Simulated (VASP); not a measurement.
Wanted: the native input for a VASP 6.6.1 run.

```
Task                   : single point
Functional             : PBE
Potentials or basis    : VASP PAW PBE potentials, release 64 (Pt)
Cutoff                 : 520 eV
k mesh                 : 13 × 13 × 13
Occupations            : fermi-dirac, width 0.1 eV
Spin                   : no spin polarisation
Dipole correction      : no
Further INCAR settings : ALGO = Normal; EDIFF = 1e-06; NBANDS = 11
```

The structure of Pt lies in POSCAR:

```
Pt
1.0
    2.6255455883      0.0000000000      0.0000000000
    0.0000000000      2.6255455883      0.0000000000
    0.0000000000      0.0000000000      2.6255455883
Pt
1
Direct
    0.0000000000      0.0000000000      0.0000000000
```

The input as run:

INCAR

```
SYSTEM = Pt
PREC = Accurate ; ENCUT = 520
EDIFF = 1E-6 ; ISMEAR = -1
SIGMA = 0.1 ; LREAL = .False.
LASPH = .True. ; NELM = 80
ALGO = Normal ; ISIF = 2
LWAVE = .False. ; LCHARG = .False.
GGA = PE ; NBANDS = 11
```

KPOINTS

```
Automatic mesh
0
Gamma
  13 13 13
  0 0 0
```

Potentials or basis: VASP PAW PBE potentials, release 64 (Pt).

Run with:

```sh
$ cat potpaw_PBE.64/Pt/POTCAR > POTCAR
$ mpirun -np 1 vasp_std > vasp.out
```

Results of the run:

* Pressure: -0.6 GPa
* Band gap on the k mesh: zero (band 5 reaches 9.95 eV, above the bottom of band 6 at 7.15 eV)

Caveat: spin-orbit coupling is left out, which moves the levels of the heavy elements.

Run time: 6.4 s on 1 thread of Intel(R) Xeon(R) Platinum 8488C (Sapphire Rapids) (shared host), peak memory 0.13 GiB.
